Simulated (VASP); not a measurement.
# Ti5C (F-43m) in VASP: further runs

The runs below take Ti5C through single point, relaxation of cell and atoms, with PBE.

All numbers are computed with VASP 6.6.1; they aren't measurements. Logs are shortened: lines on timing, memory, paths and dates and some standing lists are left out, and cuts for length are marked.

### Step 1. The cell of the first run

The structure is cubic, space group F-43m (No. 216). The conventional cell has a = 7.262 Å, b = 7.262 Å, c = 7.262 Å, α = 90.00°, β = 90.00°, γ = 90.00°. Ti (site symmetry 3m) has 9 Ti at 2.52 to 3.01 Å and 3 C at 3.02 Å within 3.3 Å. Ti (site symmetry -43m) has 12 Ti at 3.01 Å and 4 C at 3.14 Å within 4.0 Å. Within 4.0 Å of C (site symmetry -43m) lie 16 Ti at 3.02 to 3.14 Å.

The cell was built from a structure type or drawn by symmetry, and may not be a known phase.

### Step 2. Single point, PBE

Input file INCAR:

```
SYSTEM = Ti5C
ALGO     = Normal         ! electronic algorithm
EDIFF    = 1E-6           ! SCF threshold, eV
ENCUT    = 520            ! plane-wave cutoff, eV
GGA      = PE             ! functional
ISIF     = 2              ! what is computed and relaxed
ISMEAR   = 0              ! smearing method
LASPH    = .TRUE.         ! aspherical terms in the spheres
LCHARG   = .FALSE.        ! write CHGCAR
LREAL    = .FALSE.        ! projectors in reciprocal space
LWAVE    = .FALSE.        ! write WAVECAR
NBANDS   = 41             ! bands
NELM     = 80             ! most SCF steps
PREC     = Accurate       ! precision mode
SIGMA    = 0.1            ! smearing width, eV
```

Input file KPOINTS:

```
k-points
0
G
  10 10 10
  0 0 0
```

Input file POSCAR:

```
Ti5C
1.0
    0.0000000000      3.6312334655      3.6312334655
    3.6312334655      0.0000000000      3.6312334655
    3.6312334655      3.6312334655      0.0000000000
Ti C
5 1
Direct
    0.1224981176      0.1224981176      0.6325056471
    0.1224981176      0.6325056471      0.1224981176
    0.7500000000      0.7500000000      0.7500000000
    0.1224981176      0.1224981176      0.1224981176
    0.6325056471      0.1224981176      0.1224981176
    0.5000000000      0.5000000000      0.5000000000
```

Potentials or basis: VASP PAW PBE potentials, release 64 (Ti_sv, C).

Run with:

```sh
cat potpaw_PBE.64/Ti_sv/POTCAR potpaw_PBE.64/C/POTCAR > POTCAR
mpirun -np 1 vasp_std > vasp.out
```

OUTCAR:

```text
SYSTEM = Ti5C
   EDIFF = 1E-6
   ENCUT = 520
   GGA = PE
   ISIF = 2
   ISMEAR = 0
   LASPH = .TRUE.
   LREAL = .FALSE.
   NELM = 80
   PREC = Accurate

 ion  position               nearest neighbor table
   1  0.122  0.122  0.633-   2 2.52   4 2.52   5 2.52   2 2.62   5 2.62   4 2.62
   2  0.122  0.633  0.122-   1 2.52   4 2.52   5 2.52   5 2.62   1 2.62   4 2.62
   3  0.750  0.750  0.750-
   4  0.122  0.122  0.122-   1 2.52   2 2.52   5 2.52   5 2.62   2 2.62   1 2.62
   5  0.633  0.122  0.122-   1 2.52   2 2.52   4 2.52   2 2.62   1 2.62   4 2.62
   6  0.500  0.500  0.500-

  LATTYP: Found a face centered cubic cell.
 ALAT       =     7.2624669310

  Lattice vectors:

 A1 = (   0.0000000000,   3.6312334655,   3.6312334655)
 A2 = (   3.6312334655,   0.0000000000,   3.6312334655)
 A3 = (   3.6312334655,   3.6312334655,   0.0000000000)

Analysis of symmetry for initial positions (statically):
=====================================================================
 Subroutine PRICEL returns:
 Original cell was already a primitive cell.

 Routine SETGRP: Setting up the symmetry group for a
 face centered cubic supercell.

 Subroutine GETGRP returns: Found 24 space group operations
 (whereof 24 operations were pure point group operations)
 out of a pool of 48 trial point group operations.

The static configuration has the point symmetry T_d .

Analysis of symmetry for dynamics (positions and initial velocities):
=====================================================================
 Subroutine PRICEL returns:
 Original cell was already a primitive cell.

 Routine SETGRP: Setting up the symmetry group for a
 face centered cubic supercell.

 Subroutine GETGRP returns: Found 24 space group operations
 (whereof 24 operations were pure point group operations)
 out of a pool of 48 trial point group operations.

The dynamic configuration has the point symmetry T_d .

 Subroutine INISYM returns: Found 24 space group operations
 (whereof 24 operations are pure point group operations),
 and found     1 'primitive' translations

----------------------------------------------------------------------------------------

                                     Primitive cell

  volume of cell :      95.7618

  direct lattice vectors                    reciprocal lattice vectors
     0.000000000  3.631233465  3.631233465    -0.137694259  0.137694259  0.137694259
     3.631233465  0.000000000  3.631233465     0.137694259 -0.137694259  0.137694259
     3.631233465  3.631233465  0.000000000     0.137694259  0.137694259 -0.137694259

  length of vectors
     5.135339615  5.135339615  5.135339615     0.238493452  0.238493452  0.238493452

  position of ions in fractional coordinates (direct lattice)
     0.122498118  0.122498118  0.632505647
     0.122498118  0.632505647  0.122498118
     0.750000000  0.750000000  0.750000000
     0.122498118  0.122498118  0.122498118
     0.632505647  0.122498118  0.122498118
     0.500000000  0.500000000  0.500000000

  ion indices of the primitive-cell ions
   primitive index   ion index
                 1           1
                 2           2
                 3           3
                 4           4
                 5           5
                 6           6

----------------------------------------------------------------------------------------

 KPOINTS: k-points

Automatic generation of k-mesh.
 Grid dimensions read from file:
 generate k-points for:   10   10   10

 Generating k-lattice:

  Cartesian coordinates                     Fractional coordinates (reciprocal lattice)
    -0.013769426  0.013769426  0.013769426     0.100000000  0.000000000  0.000000000
     0.013769426 -0.013769426  0.013769426     0.000000000  0.100000000  0.000000000
     0.013769426  0.013769426 -0.013769426     0.000000000  0.000000000  0.100000000

  Length of vectors
     0.023849345  0.023849345  0.023849345

  Shift w.r.t. Gamma in fractional coordinates (k-lattice)
     0.000000000  0.000000000  0.000000000

 Subroutine IBZKPT returns following result:
 ===========================================

 Found     47 irreducible k-points:

 Following reciprocal coordinates:
            Coordinates               Weight
  0.000000  0.000000  0.000000      1.000000
  0.100000  0.000000  0.000000      8.000000
  0.200000  0.000000  0.000000      8.000000
  0.300000  0.000000  0.000000      8.000000
  0.400000  0.000000  0.000000      8.000000
  0.500000  0.000000  0.000000      4.000000
[... 16 lines left out ...]
  0.300000  0.300000  0.000000      6.000000
  0.400000  0.300000  0.000000     24.000000
 [... further k-points ...]
   k-points           NKPTS =     47   k-points in BZ     NKDIM =     47   number of bands    NBANDS=     41
   number of dos      NEDOS =    301   number of ions     NIONS =      6
   total plane-waves  NPLWV =  64000
   dimension x,y,z NGX =    40 NGY =   40 NGZ =   40
   dimension x,y,z NGXF=    80 NGYF=   80 NGZF=   80
   ions per type =               5   1
   NGX,Y,Z   is equivalent  to a cutoff of  12.95, 12.95, 12.95 a.u.
   NGXF,Y,Z  is equivalent  to a cutoff of  25.90, 25.90, 25.90 a.u.
 SYSTEM =  Ti5C
   PREC   = accura    normal or accurate (medium, high low for compatibility)
   ISTART =      0    job   : 0-new  1-cont  2-samecut
   ICHARG =      2    charge: 1-file 2-atom 10-const
   ISPIN  =      1    spin polarized calculation?
   LNONCOLLINEAR =      F non collinear calculations
   LSORBIT =      F    spin-orbit coupling
   LASPH  =      T    aspherical Exc in radial PAW
   ENCUT  =  520.0 eV  38.22 Ry    6.18 a.u.   9.55  9.55  9.55*2*pi/ulx,y,z
   NELM   =     80;   NELMIN=  2; NELMDL= -5     # of ELM steps
   EDIFF  = 0.1E-05   stopping-criterion for ELM
   LREAL  =      F    real-space projection
   EDIFFG = 0.1E-04   stopping-criterion for IOM
   NSW    =      0    number of steps for IOM
   IBRION =     -1    ionic relax: 0-MD 1-quasi-New 2-CG
   NFREE  =      0    steps in history (QN), initial steepest desc. (CG)
   ISIF   =      2    stress and relaxation
   ISYM   =      2    0-nonsym 1-usesym 2-fastsym
   POTIM  = 0.5000    time-step for ionic-motion
   TEBEG  =    0.0;   TEEND  =   0.0 temperature during run
   PSTRESS=    0.0 pullay stress
   NELECT =      64.0000    total number of electrons
   NUPDOWN=      -1.0000    fix difference up-down
   EMIN   =  10.00;   EMAX   =-10.00  energy-range for DOS
   EFERMI =   0.00;   METHOD = LEGACY
   ISMEAR =     0;   SIGMA  =   0.10  broadening in eV -4-tet -1-fermi 0-gaus
   EFERMI_NEDOS =   21; number of points for ismear=-14 and -15
   IALGO  =     38    algorithm
   IMIX   =      4    mixing-type and parameters
     AMIX     =   0.40;   BMIX     =  1.00
     AMIX_MAG =   1.60;   BMIX_MAG =  1.00
  volume/ion in A,a.u.               =      15.96       107.71
  Fermi-wavevector in a.u.,A,eV,Ry     =   1.431322  2.704806 27.874016  2.048682
  Thomas-Fermi vector in A             =   2.551071
   LORBIT       =      0    0 simple, 1 ext, 2 COOP (PROOUT), +10 PAW based schemes
   GGA     = PE    functional components
   LHFCALC =     F    Hartree Fock is set to
   AEXX    =    0.0000 exact exchange contribution
   IVDW    =     0    specifies the selected vdW correction
   LEPSILON=     F    determine dielectric tensor
   LRPA    =     F    only Hartree local field effects (RPA)
 non-spin polarized calculation
 Gauss-broadening in eV      SIGMA  =   0.10
  energy-cutoff  :      520.00
  volume of cell :       95.76
 maximum number of plane-waves:      2637
 NGX is ok and might be reduce to    40
   NGX = 19   NGY = 19   NGZ = 19

 number of electron      64.0000001 magnetization

 Free energy of the ion-electron system (eV)
  ---------------------------------------------------
  ext. energy  EPLUGINS =         0.00000000
  ---------------------------------------------------
  free energy    TOTEN  =       -41.72657643 eV

  energy without entropy =      -41.67813812  energy(sigma->0) =      -41.70235728

 E-fermi :   7.8001     XC(G=0): -11.3853

 val. band max:        7.7986715794   @ k =   0.5000   0.0000   0.0000
 cond. band min:       7.8113689640   @ k =   0.4000   0.4000   0.0000
 fundamental gap:      0.0126973846
 Fermi energy:         7.8000835031

 k-point     1 :       0.0000    0.0000    0.0000
  band No.  band energies     occupation
      1     -48.9433      2.00000
      2     -48.6235      2.00000
      3     -48.2952      2.00000
      4     -48.2952      2.00000
      5     -48.2952      2.00000
      6     -25.8496      2.00000
[... 33 lines left out ...]
     40      10.8541      0.00000
     41      10.8541      0.00000

 k-point     2 :       0.1000    0.0000    0.0000
  band No.  band energies     occupation
      1     -48.9428      2.00000
      2     -48.6183      2.00000
      3     -48.3012      2.00000
      4     -48.2952      2.00000
      5     -48.2952      2.00000
      6     -25.8247      2.00000
[... 33 lines left out ...]
     40      10.8127      0.00000
     41      10.9296      0.00000

 k-point     3 :       0.2000    0.0000    0.0000
  band No.  band energies     occupation
      1     -48.9418      2.00000
      2     -48.6035      2.00000
      3     -48.3181      2.00000
      4     -48.2952      2.00000
      5     -48.2952      2.00000
      6     -25.7573      2.00000
[... 33 lines left out ...]
     40      10.2804      0.00000
     41      10.7416      0.00000

 k-point     4 :       0.3000    0.0000    0.0000
  band No.  band energies     occupation
      1     -48.9405      2.00000
      2     -48.5823      2.00000
      3     -48.3420      2.00000
      4     -48.2953      2.00000
      5     -48.2953      2.00000
      6     -25.6699      2.00000
[... 825 lines left out ...]
     40       9.8746      0.00000
     41      10.5211      0.00000

 k-point    23 :       0.3000    0.3000    0.0000
  band No.  band energies     occupation
      1     -48.9398      2.00000
      2     -48.5638      2.00000
      3     -48.3619      2.00000
      4     -48.2955      2.00000
      5     -48.2955      2.00000
      6     -25.5753      2.00000
[... 33 lines left out ...]
     40       9.6495      0.00000
     41      10.4832      0.00000

 k-point    24 :       0.4000    0.3000    0.0000
  band No.  band energies     occupation
      1     -48.9391      2.00000
      2     -48.5431      2.00000
      3     -48.3841      2.00000
      4     -48.2956      2.00000
      5     -48.2956      2.00000
      6     -25.4898      2.00000
[... 33 lines left out ...]
     40       9.7089      0.00000
     41      10.2037      0.00000

 [... further k-points ...]

------------------------ aborting loop because EDIFF is reached ----------------------------------------

  FORCE on cell =-STRESS in cart. coord.  units (eV):
  Direction    XX          YY          ZZ          XY          YZ          ZX
  --------------------------------------------------------------------------------------
  -------------------------------------------------------------------------------------
  Total       -0.0933683     -0.0933683     -0.0933683      0.0000000     -0.0000000     -0.0000000
  in kB       -1.5621314     -1.5621314     -1.5621314      0.0000000     -0.0000000     -0.0000000
  external PRESSURE =      -1.5621314 kB  Pullay stress =       0.0000000 kB

 VOLUME and BASIS-vectors are now :
 -----------------------------------------------------------------------------
  energy-cutoff  :      520.00
  volume of cell :       95.76
      direct lattice vectors                 reciprocal lattice vectors
     0.000000000  3.631233465  3.631233465    -0.137694259  0.137694259  0.137694259
     3.631233465  0.000000000  3.631233465     0.137694259 -0.137694259  0.137694259
     3.631233465  3.631233465  0.000000000     0.137694259  0.137694259 -0.137694259

 POSITION                                       TOTAL-FORCE (eV/Angst)
 -----------------------------------------------------------------------------------
      2.74159      2.74159      0.88964        -0.006586     -0.006586      0.006586
      2.74159      0.88964      2.74159        -0.006586      0.006586     -0.006586
      5.44685      5.44685      5.44685        -0.000000     -0.000000      0.000000
      0.88964      0.88964      0.88964         0.006586      0.006586      0.006586
      0.88964      2.74159      2.74159         0.006586     -0.006586     -0.006586
      3.63123      3.63123      3.63123         0.000000      0.000000      0.000000
 -----------------------------------------------------------------------------------
    total drift:                                0.000001      0.000001      0.000001

  FREE ENERGIE OF THE ION-ELECTRON SYSTEM (eV)
  ---------------------------------------------------
  free  energy   TOTEN  =       -41.7265764346 eV

  energy  without entropy=      -41.6781381221  energy(sigma->0) =      -41.70235728
```

Wall time 4.1 min (1 thread of AMD EPYC 7R13 (Zen 3), shared host); peak memory 0.29 GiB.

Results:

| Property | Result |
| --- | --- |
| Free energy | -41.7266 eV |
| Pressure | -0.2 GPa |
| Largest force | 0.011 eV/Å |
| Band gap on the k mesh | zero (bands 32 and 33 overlap by 0.41 eV) |

Forces in eV/Å, atoms in the order of the input:
```
Ti  -0.007 -0.007  0.007
Ti  -0.007  0.007 -0.007
Ti   0.000  0.000  0.000
Ti   0.007  0.007  0.007
Ti   0.007 -0.007 -0.007
C    0.000  0.000  0.000
```

### Step 3. Relaxation of cell and atoms, PBE

This run uses another cell than the first one, of 15.84 Å³/atom.

Input file INCAR:

```
SYSTEM = Ti5C
  PREC = Accurate
  ENCUT = 600
  EDIFF = 1E-6
  ISMEAR = 0
  SIGMA = 0.1
  LREAL = .FALSE.
  LASPH = .TRUE.
  NELM = 60
  ALGO = Normal
  ISIF = 3
  LWAVE = .FALSE.
  LCHARG = .FALSE.
  GGA = PE
  IBRION = 2
  NSW = 100
  EDIFFG = -0.01
```

Input file KPOINTS:

```
regular mesh
0
G
  10 10 10
  0 0 0
```

Input file POSCAR:

```
Ti5C
1.0
    0.0000000000      3.6221587793      3.6221587793
    3.6221587793      0.0000000000      3.6221587793
    3.6221587793      3.6221587793      0.0000000000
Ti C
5 1
Direct
    0.1222921477      0.1222921477      0.6331235569
    0.1222921477      0.6331235569      0.1222921477
    0.7500000000      0.7500000000      0.7500000000
    0.1222921477      0.1222921477      0.1222921477
    0.6331235569      0.1222921477      0.1222921477
    0.5000000000      0.5000000000      0.5000000000
```

Potentials or basis: VASP PAW PBE potentials, release 64 (Ti_sv, C).

Run with:

```sh
cat potpaw_PBE.64/Ti_sv/POTCAR potpaw_PBE.64/C/POTCAR > POTCAR
mpirun -np 1 vasp_std > vasp.out
```

Wall time 12 min (1 thread of AMD EPYC 7R13 (Zen 3), shared host); peak memory 0.34 GiB.

Results (log left out):

* Free energy: -41.7252 eV
* Relaxed volume: 15.92 Å³/atom
* Relaxed cell: a = 5.131 Å, b = 5.131 Å, c = 5.131 Å, α = 60.00°, β = 60.00°, γ = 60.00°
* Space group after relaxing (to 0.1 Å): F-43m (No. 216)
* Energy gained by relaxing: 0.2 meV/atom
* Ionic steps: 3
* Pressure after relaxing: 0.0 GPa
* Largest force after relaxing: 0.009 eV/Å
* Band gap on the k mesh: zero (bands 32 and 33 overlap by 0.41 eV)

Forces on the atoms (eV/Å):
```
Ti   0.005  0.005 -0.005
Ti   0.005 -0.005  0.005
Ti   0.000  0.000  0.000
Ti  -0.005 -0.005 -0.005
Ti  -0.005  0.005  0.005
C    0.000  0.000  0.000
```

Step by step:
| step | energy change (eV) | largest force (eV/Å) | pressure (GPa) | volume (Å³) |
| --- | --- | --- | --- | --- |
| 1 | 0.0000 | 0.0956 | 0.47 | 95.05 |
| 2 | -0.0012 | 0.0427 | -0.10 | 95.69 |
| 3 | -0.0014 | 0.0086 | 0.02 | 95.53 |

Final structure:
```
CELL_PARAMETERS angstrom
0.00000 3.62828 3.62828
3.62828 0.00000 3.62828
3.62828 3.62828 0.00000
ATOMIC_POSITIONS crystal
Ti 0.12257 0.12257 0.63230
Ti 0.12257 0.63230 0.12257
Ti 0.75000 0.75000 0.75000
Ti 0.12257 0.12257 0.12257
Ti 0.63230 0.12257 0.12257
C 0.50000 0.50000 0.50000
```

Levels at points of the mesh, in eV from the Fermi level:
```tsv
k point	band 30	band 31	band 32	band 33	band 34	band 35
(0.00, 0.00, 0.00)	-0.55	-0.55	0.22	0.22	0.22	0.71
(0.50, 0.00, 0.00)	-0.60	0.01	0.10	0.10	0.11	0.64
(0.50, 0.50, 0.00)	-0.69	-0.23	-0.07	0.30	0.68	0.68
```
